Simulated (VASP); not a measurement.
# CaO in VASP: a series of runs, part 2 of 2

VASP 6.6.1.

## Step 4: Single point, PBE (shear xy strain +5.4%)

File INCAR:

```
ALGO     = Normal         # electronic algorithm
EDIFF    = 1E-6           # SCF threshold, eV
ENCUT    = 520            # plane-wave cutoff, eV
GGA      = PE             # functional
ISIF     = 2              # what is computed and relaxed
ISMEAR   = -1             # smearing method
LASPH    = T              # aspherical terms in the spheres
LCHARG   = F              # write CHGCAR
LREAL    = F              # projectors in reciprocal space
LWAVE    = F              # write WAVECAR
NBANDS   = 15             # bands
NELM     = 80             # most SCF steps
PREC     = Accurate       # precision mode
SIGMA    = 0.02           # smearing width, eV
```

File KPOINTS:

```
k-points
0
Gamma
  8 8 8
```

File POSCAR:

```
CaO
1.0
    0.0701210838      2.6067317416      2.6067317416
    2.6067317416      0.0701210838      2.6067317416
    2.6768528254      2.6768528254      0.0000000000
Ca O
1 1
Direct
    0.0047596953      0.0047596953     -0.0047596953
    0.2452403047      0.2452403047      0.2547596953
```

Potentials or basis: VASP PAW PBE potentials, release 64 (Ca_sv, O).

Launch:

```console
cat potpaw_PBE.64/Ca_sv/POTCAR potpaw_PBE.64/O/POTCAR > POTCAR
mpirun -np 1 vasp_std > vasp.out
```

OUTCAR:

```text
EDIFF = 1E-6
   ENCUT = 520
   GGA = PE
   ISIF = 2
   ISMEAR = -1
   LASPH = T
   LREAL = F
   NELM = 80
   PREC = Accurate

 ion  position               nearest neighbor table
   1  0.005  0.005  0.995-   2 2.25   2 2.25   2 2.27   2 2.27
   2  0.245  0.245  0.255-   1 2.25   1 2.25   1 2.27   1 2.27

  LATTYP: Found a body centered orthorhombic cell.
 ALAT       =     3.5873091947
 B/A-ratio  =     1.0552872264
 C/A-ratio  =     1.4533075350

  Lattice vectors:

 A1 = (   2.6067317416,   0.0701210838,  -2.6067317416)
 A2 = (  -2.6067317416,  -0.0701210838,  -2.6067317416)
 A3 = (   0.0701210838,   2.6067317416,   2.6067317416)

Analysis of symmetry for initial positions (statically):
=====================================================================
 Subroutine PRICEL returns:
 Original cell was already a primitive cell.

 Routine SETGRP: Setting up the symmetry group for a
 body centered orthorhombic supercell.

 Subroutine GETGRP returns: Found  4 space group operations
 (whereof  4 operations were pure point group operations)
 out of a pool of  8 trial point group operations.
[... 175 lines left out ...]
      5     -14.3000      2.00000
      6      -0.2206      2.00000
      7      -0.1337      2.00000
      8      -0.0338      2.00000
      9       3.8097      0.00000
     10       8.4110      0.00000
     11       8.4672      0.00000
     12      10.0582      0.00000
     13      10.0867      0.00000
     14      10.0974      0.00000
[... 401 lines left out ...]
      2     -17.9613      2.00000
      3     -17.6583      2.00000
      4     -17.6473      2.00000
      5     -13.9496      2.00000
      6      -0.5678      2.00000
      7      -0.0071      2.00000
      8       0.0469      2.00000
      9       5.4827      0.00000
     10       7.3713      0.00000
     11       8.6048      0.00000
     12       9.7347      0.00000
     13      10.2104      0.00000
     14      10.3456      0.00000
     15      14.5258      0.00000

 [... further k-points ...]

------------------------ aborting loop because EDIFF is reached ----------------------------------------

  FORCE on cell =-STRESS in cart. coord.  units (eV):
  Direction    XX          YY          ZZ          XY          YZ          ZX
  --------------------------------------------------------------------------------------
  -------------------------------------------------------------------------------------
  Total        0.4110456      0.4110456      0.3637923     -0.4403347     -0.0000000     -0.0000000
  in kB       18.6035545     18.6035545     16.4649141    -19.9291515     -0.0000000     -0.0000000
  external PRESSURE =      17.8906744 kB  Pullay stress =       0.0000000 kB

 VOLUME and BASIS-vectors are now :
 -----------------------------------------------------------------------------
  energy-cutoff  :      520.00
  volume of cell :       35.40
      direct lattice vectors                 reciprocal lattice vectors
     0.070121084  2.606731742  2.606731742    -0.197113419  0.197113419  0.191811068
     2.606731742  0.070121084  2.606731742     0.197113419 -0.197113419  0.191811068
     2.676852825  2.676852825  0.000000000     0.186786511  0.186786511 -0.191811068

 POSITION                                       TOTAL-FORCE (eV/Angst)
 -----------------------------------------------------------------------------------
      2.67685      2.67685      0.02481        -0.000000     -0.000000      0.007368
      1.33843      1.33843      1.27855         0.000000      0.000000     -0.007368
 -----------------------------------------------------------------------------------
    total drift:                                0.000000      0.000000     -0.000070

  FREE ENERGIE OF THE ION-ELECTRON SYSTEM (eV)
  ---------------------------------------------------
  free  energy   TOTEN  =       -12.4267375110 eV

  energy  without entropy=      -12.4267375110  energy(sigma->0) =      -12.42673751
```

OSZICAR:

```text
N       E                     dE             d eps       ncg     rms          rms(c)
DAV:   1     0.128136778185E+03    0.12814E+03   -0.82416E+03  2850   0.106E+03
DAV:   2    -0.880788109553E+01   -0.13694E+03   -0.12625E+03  3620   0.282E+02
DAV:   3    -0.148462830068E+02   -0.60384E+01   -0.59946E+01  3271   0.615E+01
DAV:   4    -0.150558244104E+02   -0.20954E+00   -0.20940E+00  4302   0.979E+00
DAV:   5    -0.150569065996E+02   -0.10822E-02   -0.10822E-02  3257   0.858E-01    0.972E+00
DAV:   6    -0.125415000805E+02    0.25154E+01   -0.84868E+00  3123   0.253E+01    0.419E+00
DAV:   7    -0.124371640328E+02    0.10434E+00   -0.83605E-01  3177   0.845E+00    0.200E+00
DAV:   8    -0.124259593720E+02    0.11205E-01   -0.13726E-01  3662   0.379E+00    0.475E-01
DAV:   9    -0.124247681035E+02    0.11913E-02   -0.98887E-03  3309   0.898E-01    0.167E-01
DAV:  10    -0.124266235845E+02   -0.18555E-02   -0.16033E-03  2990   0.323E-01    0.565E-02
DAV:  11    -0.124267531594E+02   -0.12957E-03   -0.74784E-04  3410   0.187E-01    0.366E-02
DAV:  12    -0.124267378869E+02    0.15272E-04   -0.86056E-05  3669   0.103E-01    0.504E-03
DAV:  13    -0.124267375110E+02    0.37593E-06   -0.51334E-06  3151   0.279E-02
   1 F= -.12426738E+02 E0= -.12426738E+02  d E =-.104083E-10
```

Run time: 44 s. Hardware: 1 thread of Intel Xeon Platinum 8259CL at 2.50GHz (Skylake/Cascade Lake), shared host; peak memory 0.19 GiB.

Results:

```yaml
Free_energy: -12.4267 eV
Pressure: 1.8 GPa
Largest_force: 0.007 eV/Å
Band_gap_on_the_k_mesh: 3.26 eV, indirect (least direct gap 3.84 eV)
```

Forces in eV/Å, atoms in the order of the input:
```
Ca   0.000  0.000  0.007
O    0.000  0.000 -0.007
```

Levels at points of the mesh, in eV from the valence-band top:
```
           k point  band 5  band 6  band 7  band 8  band 9  band 10  band 11  band 12
(0.00, 0.00, 0.00)  -14.85   -0.77   -0.68   -0.58    3.26     7.86     7.92     9.51
(0.50, 0.00, 0.00)  -14.22   -1.00   -0.47   -0.45    6.09     7.57     7.90     8.34
(0.50, 0.50, 0.00)  -14.01   -1.49   -0.12    0.00    4.86     6.56     8.95     9.24
(0.00, 0.00, 0.50)  -14.18   -1.12   -0.41   -0.36    6.04     7.51     8.03     8.21
(0.50, 0.00, 0.50)  -14.01   -1.49   -0.07   -0.07    4.88     6.57     8.93     9.25
```

Caveat: the cell differs from its parent crystal (shear xy strain +5.4%). A k mesh can miss the band edges.

## Step 5: Single point, r2SCAN (shear xy strain +5.4%)

POSCAR is that of step 4.

File INCAR.step1:

```
PREC = Accurate
ENCUT = 520
ISMEAR = 0
SIGMA = 0.01
LREAL = F
LASPH = T
NELM = 100
NBANDS = 15
GGA = PE
ALGO = Normal
EDIFF = 1E-4
LWAVE = T
LCHARG = F
```

File INCAR.step2:

```
PREC = Accurate
ENCUT = 520
EDIFF = 1E-6
ISMEAR = 0
SIGMA = 0.01
LREAL = F
LASPH = T
NELM = 100
ALGO = Normal
ISIF = 2
LWAVE = F
LCHARG = F
METAGGA = R2SCAN
LMIXTAU = T
NBANDS = 15
ISTART = 1
```

File KPOINTS:

```
Automatic mesh
0
Gamma
  8 8 8
```

Launch:

```console
cat potpaw_PBE.64/Ca_sv/POTCAR potpaw_PBE.64/O/POTCAR > POTCAR
cp INCAR.step1 INCAR
mpirun -np 1 vasp_std > vasp.out
cp INCAR.step2 INCAR
mpirun -np 1 vasp_std > vasp.out
```

Wall time 2.8 min (1 thread of Intel Xeon Platinum 8259CL at 2.50GHz (Skylake/Cascade Lake), shared host); peak memory 0.2 GiB.

The run converged. Its results:

```yaml
Free_energy: -18.9281 eV
Pressure: 0.8 GPa
Largest_force: 0.017 eV/Å
Band_gap_on_the_k_mesh: 3.67 eV, indirect (least direct gap 4.25 eV)
```

Forces on the atoms (eV/Å):
```
Ca   0.000  0.000  0.017
O    0.000  0.000 -0.017
```

Stress tensor (GPa, compression positive):
```
 0.89 -2.08  0.00
-2.08  0.89  0.00
 0.00  0.00  0.67
```

Levels at points of the mesh, in eV from the valence-band top:
| k point | band 5 | band 6 | band 7 | band 8 | band 9 | band 10 | band 11 | band 12 |
| --- | --- | --- | --- | --- | --- | --- | --- | --- |
| (0.00, 0.00, 0.00) | -15.81 | -0.77 | -0.68 | -0.58 | 3.67 | 8.54 | 8.60 | 10.19 |
| (0.50, 0.00, 0.00) | -15.11 | -1.00 | -0.47 | -0.45 | 6.54 | 8.21 | 8.53 | 8.96 |
| (0.50, 0.50, 0.00) | -14.88 | -1.48 | -0.12 | 0.00 | 5.26 | 7.14 | 9.68 | 9.94 |
| (0.00, 0.00, 0.50) | -15.07 | -1.12 | -0.40 | -0.36 | 6.49 | 8.14 | 8.70 | 8.81 |
| (0.50, 0.00, 0.50) | -14.88 | -1.49 | -0.07 | -0.07 | 5.29 | 7.15 | 9.65 | 9.95 |

Caveat: the cell differs from its parent crystal (shear xy strain +5.4%); the PAW data sets were made with another functional, which shifts forces and pressure a little.

## Step 6: The runs side by side

```tsv
level	cell	smearing	gap on the mesh (eV)	pressure (GPa)	largest force (eV/Å)
PBE	a = 3.686, b = 3.675, c = 3.675 Å, angles 60.2, 59.9, 59.9°, 2 atoms	fermi-dirac 0.02 eV	3.34	2.4	-
r2SCAN	a = 3.686, b = 3.675, c = 3.675 Å, angles 60.2, 59.9, 59.9°, 2 atoms	gaussian 0.01 eV	3.75	1.5	-
PBE	a = 3.687, b = 3.687, c = 3.786 Å, angles 59.1, 59.1, 58.2°, 2 atoms	fermi-dirac 0.02 eV	3.26	1.8	0.01
r2SCAN	a = 3.687, b = 3.687, c = 3.786 Å, angles 59.1, 59.1, 58.2°, 2 atoms	gaussian 0.01 eV	3.67	0.8	0.02
```

Alike in all rows: task single point; potentials or basis VASP PAW PBE potentials, release 64 (Ca_sv, O); no spin polarisation; k mesh 8 × 8 × 8; cutoff (eV) 520.

Caveats: the PAW data sets were made with another functional, which shifts forces and pressure a little (some runs).

Absolute energies hang on the potentials; compare differences alone.
